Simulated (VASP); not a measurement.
# CaHfAs2 (P-3m1) in VASP: notebook

Aim: see how the results for CaHfAs2 move with the level of theory and the settings. Levels: PBE, LDA. Tasks: single point, relaxation of cell and atoms.

All numbers are computed with VASP 6.6.1; they aren't measurements. Logs are shortened: lines on timing, memory, paths and dates and some standing lists are left out, and cuts for length are marked.

## (1) The cell of the first run

Symmetry: P-3m1, No. 164, trigonal system. The conventional cell has a = 3.921 Å, b = 3.921 Å, c = 7.077 Å, α = 90.00°, β = 90.00°, γ = 120.00°. Ca (site symmetry -3m) has 6 As at 3.00 Å and 2 Hf at 3.54 Å within 3.9 Å. Hf (site symmetry -3m) has 6 As at 2.76 Å and 2 Ca at 3.54 Å within 3.6 Å. Within 3.6 Å of As (site symmetry 3m) lie 3 Hf at 2.76 Å and 3 Ca at 3.00 Å.

## (2) Single point, PBE

INCAR

```
PREC = Accurate
ENCUT = 520
EDIFF = 1E-6
ISMEAR = 0
SIGMA = 0.1
LREAL = False
LASPH = True
NELM = 100
ALGO = Normal
ISIF = 2
LWAVE = False
LCHARG = False
GGA = PE
NBANDS = 23
```

KPOINTS

```
regular mesh
0
Gamma
  12 12 8
```

POSCAR

```
CaHfAs2
1.0
    3.9214514465     -0.0000000028      0.0000000000
   -1.9607257208      3.3960765738      0.0000000000
    0.0000000000      0.0000000000      7.0773761578
Ca Hf As
1 1 2
Direct
    0.0000000000      0.0000000000      0.0000000000
    0.0000000000      0.0000000000      0.5000000000
    0.3333333333      0.6666666667      0.7219268056
    0.6666666667      0.3333333333      0.2780731944
```

Potentials or basis: VASP PAW PBE potentials, release 64 (Ca_sv, Hf_pv, As).

On the command line:

```bash
$ cat potpaw_PBE.64/Ca_sv/POTCAR potpaw_PBE.64/Hf_pv/POTCAR potpaw_PBE.64/As/POTCAR > POTCAR
$ mpirun -np 1 vasp_std > vasp.out
```

OUTCAR:

```text
PREC = Accurate
   ENCUT = 520
   EDIFF = 1E-6
   ISMEAR = 0
   LREAL = False
   LASPH = True
   NELM = 100
   ISIF = 2
   GGA = PE

 ion  position               nearest neighbor table
   1  0.000  0.000  0.000-   3 3.00   4 3.00   4 3.00   3 3.00   4 3.00   3 3.00
   2  0.000  0.000  0.500-   3 2.76   4 2.76   4 2.76   3 2.76   4 2.76   3 2.76
   3  0.333  0.667  0.722-   2 2.76   2 2.76   2 2.76   1 3.00   1 3.00   1 3.00
   4  0.667  0.333  0.278-   2 2.76   2 2.76   2 2.76   1 3.00   1 3.00   1 3.00

  LATTYP: Found a hexagonal cell.
 ALAT       =     3.9214514465
 C/A-ratio  =     1.8047848493

  Lattice vectors:

 A1 = (   3.9214514465,  -0.0000000028,   0.0000000000)
 A2 = (  -1.9607257208,   3.3960765738,   0.0000000000)
 A3 = (   0.0000000000,   0.0000000000,   7.0773761578)

Analysis of symmetry for initial positions (statically):
=====================================================================
 Subroutine PRICEL returns:
 Original cell was already a primitive cell.

 Routine SETGRP: Setting up the symmetry group for a
 hexagonal supercell.

 Subroutine GETGRP returns: Found 12 space group operations
 (whereof 12 operations were pure point group operations)
 out of a pool of 24 trial point group operations.

The static configuration has the point symmetry D_3d.

Analysis of symmetry for dynamics (positions and initial velocities):
=====================================================================
 Subroutine PRICEL returns:
 Original cell was already a primitive cell.

 Routine SETGRP: Setting up the symmetry group for a
 hexagonal supercell.

 Subroutine GETGRP returns: Found 12 space group operations
 (whereof 12 operations were pure point group operations)
 out of a pool of 24 trial point group operations.

The dynamic configuration has the point symmetry D_3d.

 Subroutine INISYM returns: Found 12 space group operations
 (whereof 12 operations are pure point group operations),
 and found     1 'primitive' translations

----------------------------------------------------------------------------------------

                                     Primitive cell

  volume of cell :      94.2533

  direct lattice vectors                    reciprocal lattice vectors
     3.921451446 -0.000000003  0.000000000     0.255007620  0.147228718  0.000000000
    -1.960725721  3.396076574  0.000000000     0.000000000  0.294457436  0.000000000
     0.000000000  0.000000000  7.077376158     0.000000000  0.000000000  0.141295302

  length of vectors
     3.921451446  3.921451447  7.077376158     0.294457436  0.294457436  0.141295302

  position of ions in fractional coordinates (direct lattice)
     0.000000000  0.000000000  0.000000000
     0.000000000  0.000000000  0.500000000
     0.333333333  0.666666667  0.721926806
     0.666666667  0.333333333  0.278073194

  ion indices of the primitive-cell ions
   primitive index   ion index
                 1           1
                 2           2
                 3           3
                 4           4

----------------------------------------------------------------------------------------

 KPOINTS: regular mesh

Automatic generation of k-mesh.
 Grid dimensions read from file:
 generate k-points for:   12   12    8

 Generating k-lattice:

  Cartesian coordinates                     Fractional coordinates (reciprocal lattice)
     0.021250635  0.012269060  0.000000000     0.083333333 -0.000000000  0.000000000
     0.000000000  0.024538120  0.000000000    -0.000000000  0.083333333  0.000000000
     0.000000000  0.000000000  0.017661913     0.000000000  0.000000000  0.125000000

  Length of vectors
     0.024538120  0.024538120  0.017661913

  Shift w.r.t. Gamma in fractional coordinates (k-lattice)
     0.000000000  0.000000000  0.000000000

 Subroutine IBZKPT returns following result:
 ===========================================

 Found    131 irreducible k-points:

 Following reciprocal coordinates:
            Coordinates               Weight
  0.000000  0.000000  0.000000      1.000000
  0.083333  0.000000  0.000000      6.000000
  0.166667  0.000000  0.000000      6.000000
  0.250000 -0.000000  0.000000      6.000000
  0.333333  0.000000  0.000000      6.000000
  0.416667  0.000000  0.000000      6.000000
[... 16 lines left out ...]
  0.166667  0.000000  0.125000      6.000000
  0.000000  0.166667  0.125000      6.000000
 [... further k-points ...]
   k-points           NKPTS =    131   k-points in BZ     NKDIM =    131   number of bands    NBANDS=     23
   number of dos      NEDOS =    301   number of ions     NIONS =      4
   total plane-waves  NPLWV =  48600
   dimension x,y,z NGX =    30 NGY =   30 NGZ =   54
   dimension x,y,z NGXF=    60 NGYF=   60 NGZF=  108
   ions per type =               1   1   2
   NGX,Y,Z   is equivalent  to a cutoff of  12.72, 12.72, 12.68 a.u.
   NGXF,Y,Z  is equivalent  to a cutoff of  25.44, 25.44, 25.37 a.u.
 SYSTEM =  unknown system
   PREC   = accura    normal or accurate (medium, high low for compatibility)
   ISTART =      0    job   : 0-new  1-cont  2-samecut
   ICHARG =      2    charge: 1-file 2-atom 10-const
   ISPIN  =      1    spin polarized calculation?
   LNONCOLLINEAR =      F non collinear calculations
   LSORBIT =      F    spin-orbit coupling
   LASPH  =      T    aspherical Exc in radial PAW
   ENCUT  =  520.0 eV  38.22 Ry    6.18 a.u.   7.29  7.29 13.16*2*pi/ulx,y,z
   NELM   =    100;   NELMIN=  2; NELMDL= -5     # of ELM steps
   EDIFF  = 0.1E-05   stopping-criterion for ELM
   LREAL  =      F    real-space projection
   EDIFFG = 0.1E-04   stopping-criterion for IOM
   NSW    =      0    number of steps for IOM
   IBRION =     -1    ionic relax: 0-MD 1-quasi-New 2-CG
   NFREE  =      0    steps in history (QN), initial steepest desc. (CG)
   ISIF   =      2    stress and relaxation
   ISYM   =      2    0-nonsym 1-usesym 2-fastsym
   POTIM  = 0.5000    time-step for ionic-motion
   TEBEG  =    0.0;   TEEND  =   0.0 temperature during run
   PSTRESS=    0.0 pullay stress
   NELECT =      30.0000    total number of electrons
   NUPDOWN=      -1.0000    fix difference up-down
   EMIN   =  10.00;   EMAX   =-10.00  energy-range for DOS
   EFERMI =   0.00;   METHOD = LEGACY
   ISMEAR =     0;   SIGMA  =   0.10  broadening in eV -4-tet -1-fermi 0-gaus
   EFERMI_NEDOS =   21; number of points for ismear=-14 and -15
   IALGO  =     38    algorithm
   IMIX   =      4    mixing-type and parameters
     AMIX     =   0.40;   BMIX     =  1.00
     AMIX_MAG =   1.60;   BMIX_MAG =  1.00
  volume/ion in A,a.u.               =      23.56       159.01
  Fermi-wavevector in a.u.,A,eV,Ry     =   1.117763  2.112266 16.999038  1.249394
  Thomas-Fermi vector in A             =   2.254388
   LORBIT       =      0    0 simple, 1 ext, 2 COOP (PROOUT), +10 PAW based schemes
   GGA     = PE    functional components
   LHFCALC =     F    Hartree Fock is set to
   AEXX    =    0.0000 exact exchange contribution
   IVDW    =     0    specifies the selected vdW correction
   LEPSILON=     F    determine dielectric tensor
   LRPA    =     F    only Hartree local field effects (RPA)
 non-spin polarized calculation
 Gauss-broadening in eV      SIGMA  =   0.10
  energy-cutoff  :      520.00
  volume of cell :       94.25
 maximum number of plane-waves:      2570
 NGX is ok and might be reduce to    30
   NGX = 15   NGY = 15   NGZ = 27

 number of electron      29.9999998 magnetization

 Free energy of the ion-electron system (eV)
  ---------------------------------------------------
  ext. energy  EPLUGINS =         0.00000000
  ---------------------------------------------------
  free energy    TOTEN  =       -25.48485198 eV

  energy without entropy =      -25.48172044  energy(sigma->0) =      -25.48328621

 E-fermi :   4.2807     XC(G=0):  -9.8924

 val. band max:        4.2805144539   @ k =   0.0000   0.0000   0.0000
 cond. band min:       4.2818538906   @ k =   0.0000   0.4167   0.2500
 fundamental gap:      0.0013394367
 Fermi energy:         4.2806572195

 k-point     1 :       0.0000    0.0000    0.0000
  band No.  band energies     occupation
      1     -36.4752      2.00000
      2     -27.1205      2.00000
      3     -27.1205      2.00000
      4     -27.0904      2.00000
      5     -17.5081      2.00000
      6     -17.4908      2.00000
[... 15 lines left out ...]
     22       8.5098      0.00000
     23       8.5873      0.00000

 k-point     2 :       0.0833    0.0000    0.0000
  band No.  band energies     occupation
      1     -36.4746      2.00000
      2     -27.1257      2.00000
      3     -27.1217      2.00000
      4     -27.0894      2.00000
      5     -17.5061      2.00000
      6     -17.4997      2.00000
[... 15 lines left out ...]
     22       8.5518      0.00000
     23       8.5717      0.00000

 k-point     3 :       0.1667    0.0000    0.0000
  band No.  band energies     occupation
      1     -36.4727      2.00000
      2     -27.1398      2.00000
      3     -27.1250      2.00000
      4     -27.0867      2.00000
      5     -17.5238      2.00000
      6     -17.5003      2.00000
[... 15 lines left out ...]
     22       8.5465      0.00000
     23       8.8526      0.00000

 k-point     4 :       0.2500   -0.0000    0.0000
  band No.  band energies     occupation
      1     -36.4702      2.00000
      2     -27.1591      2.00000
      3     -27.1295      2.00000
      4     -27.0830      2.00000
      5     -17.5563      2.00000
      6     -17.5054      2.00000
[... 15 lines left out ...]
     22       8.5912      0.00000
     23       9.2859      0.00000

 k-point     5 :       0.3333    0.0000    0.0000
  band No.  band energies     occupation
      1     -36.4676      2.00000
      2     -27.1782      2.00000
      3     -27.1340      2.00000
      4     -27.0792      2.00000
      5     -17.5885      2.00000
      6     -17.5126      2.00000
[... 15 lines left out ...]
     22       8.8104      0.00000
     23       9.3887      0.00000

 k-point     6 :       0.4167    0.0000    0.0000
  band No.  band energies     occupation
      1     -36.4658      2.00000
      2     -27.1921      2.00000
      3     -27.1373      2.00000
      4     -27.0765      2.00000
      5     -17.6119      2.00000
      6     -17.5179      2.00000
[... 15 lines left out ...]
     22       9.1401      0.00000
     23       9.2599      0.00000

 k-point     7 :       0.5000   -0.0000    0.0000
  band No.  band energies     occupation
      1     -36.4651      2.00000
      2     -27.1972      2.00000
      3     -27.1385      2.00000
      4     -27.0755      2.00000
      5     -17.6204      2.00000
      6     -17.5199      2.00000
[... 353 lines left out ...]
     22       8.4271      0.00000
     23       8.5307      0.00000

 k-point    21 :       0.0833    0.0000    0.1250
  band No.  band energies     occupation
      1     -36.4746      2.00000
      2     -27.1257      2.00000
      3     -27.1217      2.00000
      4     -27.0893      2.00000
      5     -17.5066      2.00000
      6     -17.4997      2.00000
[... 15 lines left out ...]
     22       8.4215      0.00000
     23       8.4630      0.00000

 k-point    22 :       0.0000    0.0833    0.1250
  band No.  band energies     occupation
      1     -36.4746      2.00000
      2     -27.1257      2.00000
      3     -27.1217      2.00000
      4     -27.0893      2.00000
      5     -17.5066      2.00000
      6     -17.4997      2.00000
[... 15 lines left out ...]
     22       8.3533      0.00000
     23       8.6168      0.00000

 k-point    23 :       0.1667    0.0000    0.1250
  band No.  band energies     occupation
      1     -36.4727      2.00000
      2     -27.1398      2.00000
      3     -27.1250      2.00000
      4     -27.0866      2.00000
      5     -17.5238      2.00000
      6     -17.5008      2.00000
[... 15 lines left out ...]
     22       8.4775      0.00000
     23       8.6150      0.00000

 k-point    24 :       0.0000    0.1667    0.1250
  band No.  band energies     occupation
      1     -36.4727      2.00000
      2     -27.1398      2.00000
      3     -27.1250      2.00000
      4     -27.0866      2.00000
      5     -17.5238      2.00000
      6     -17.5008      2.00000
[... 15 lines left out ...]
     22       8.6886      0.00000
     23       8.6920      0.00000

 [... further k-points ...]
[... 5 lines left out ...]
  --------------------------------------------------------------------------------------
  -------------------------------------------------------------------------------------
  Total       -0.0125732     -0.0125732      0.0178968     -0.0000000     -0.0000000     -0.0000000
  in kB       -0.2137276     -0.2137276      0.3042211     -0.0000000     -0.0000000     -0.0000000
  external PRESSURE =      -0.0410780 kB  Pullay stress =       0.0000000 kB

 VOLUME and BASIS-vectors are now :
 -----------------------------------------------------------------------------
  energy-cutoff  :      520.00
  volume of cell :       94.25
      direct lattice vectors                 reciprocal lattice vectors
     3.921451446 -0.000000003  0.000000000     0.255007620  0.147228718  0.000000000
    -1.960725721  3.396076574  0.000000000     0.000000000  0.294457436  0.000000000
     0.000000000  0.000000000  7.077376158     0.000000000  0.000000000  0.141295302

 POSITION                                       TOTAL-FORCE (eV/Angst)
 -----------------------------------------------------------------------------------
      0.00000      0.00000      0.00000         0.000000      0.000000      0.000000
      0.00000      0.00000      3.53869         0.000000      0.000000      0.000000
      0.00000      2.26405      5.10935        -0.000000      0.000000     -0.037665
      1.96073      1.13203      1.96803         0.000000      0.000000      0.037665
 -----------------------------------------------------------------------------------
    total drift:                                0.000000      0.000000      0.000000

  FREE ENERGIE OF THE ION-ELECTRON SYSTEM (eV)
  ---------------------------------------------------
  free  energy   TOTEN  =       -25.4848519810 eV

  energy  without entropy=      -25.4817204394  energy(sigma->0) =      -25.48328621
```

Run time: 2.6 min. Hardware: 1 thread of Intel Xeon 6975P-C (Granite Rapids), shared host; peak memory 0.44 GiB.

What came out:

| Property | Result |
| --- | --- |
| Free energy | -25.4849 eV |
| Pressure | 0.0 GPa |
| Largest force | 0.038 eV/Å |
| Band gap on the k mesh | zero (band 15 reaches 5.01 eV, above the bottom of band 16 at 4.09 eV) |

Forces in eV/Å, atoms in the order of the input:
```
Ca   0.000  0.000  0.000
Hf   0.000  0.000  0.000
As   0.000  0.000 -0.038
As   0.000  0.000  0.038
```

Levels at points of the mesh, in eV from the Fermi level:
| k point | band 11 | band 12 | band 13 | band 14 | band 15 | band 16 | band 17 | band 18 | band 19 | band 20 |
| --- | --- | --- | --- | --- | --- | --- | --- | --- | --- | --- |
| (0.00, 0.00, 0.00) | -2.12 | -2.12 | -0.08 | 0.00 | 0.73 | 0.73 | 1.04 | 1.04 | 2.48 | 2.48 |
| (0.50, 0.00, 0.00) | -2.98 | -2.79 | -2.12 | -1.99 | -0.77 | -0.19 | 1.75 | 2.67 | 2.70 | 3.54 |
| (0.00, 0.00, 0.50) | -2.47 | -1.97 | -1.97 | -0.01 | -0.01 | 1.20 | 1.20 | 1.47 | 2.52 | 3.46 |
| (0.50, 0.00, 0.50) | -3.71 | -2.31 | -1.95 | -1.76 | -1.05 | 0.21 | 1.68 | 2.69 | 2.71 | 3.44 |

Caveat: spin-orbit coupling is left out, which moves the levels of the heavy elements.

[end of part 1 of 3]
